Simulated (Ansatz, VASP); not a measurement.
Two plane-wave programs on Sn2TeO2

```
CELL_PARAMETERS angstrom
4.46692 0.00000 0.00000
-2.23346 3.86846 0.00000
0.00000 0.00000 7.48722
ATOMIC_POSITIONS crystal
Sn 0.33333 0.66667 0.26000
Sn 0.66667 0.33333 0.74000
Te 0.00000 0.00000 0.00000
O 0.33333 0.66667 0.62000
O 0.66667 0.33333 0.38000
```

Change from the starting cell: species swapped into the EuMn2Sb2 type (P-3m1, No. 164).

Alike in both runs: task single point; functional PBE; k mesh 6 × 6 × 2; occupations gaussian, width 0.1 eV; no spin polarisation.

```csv
,VASP,Ansatz
version,VASP 6.6.1,Ansatz 0.2.0
potentials or method,"VASP PAW PBE potentials, release 64 (Sn_d, Te, O), cutoff 520 eV","scalar-relativistic, plane waves, PAW"
valence electrons in the cell,46,56
```

|  | VASP | Ansatz | Ansatz less VASP |
| --- | --- | --- | --- |
| gap on the k mesh at the Fermi level (eV) | none | none | - |
| pressure (GPa) | -12.5 | -12.4 | +0.04 |
| traceless stress, the component that is largest in VASP (GPa) | -1.27 | -1.28 | -0.003 |
| rms of the force components (eV/Å) | 0.889 | 0.892 | +0.0028 |

Atom by atom the forces differ by 0.003 eV/Å (rms over components). A gap of «none» marks a metal or a gap that the smearing closes. VASP's potentials hold 46 valence electrons a cell and Ansatz's 56, so a difference there can come from the potentials and not from the codes.

The k mesh is coarse, so the values compare programs but aren't converged. Neither program's run includes spin-orbit coupling.
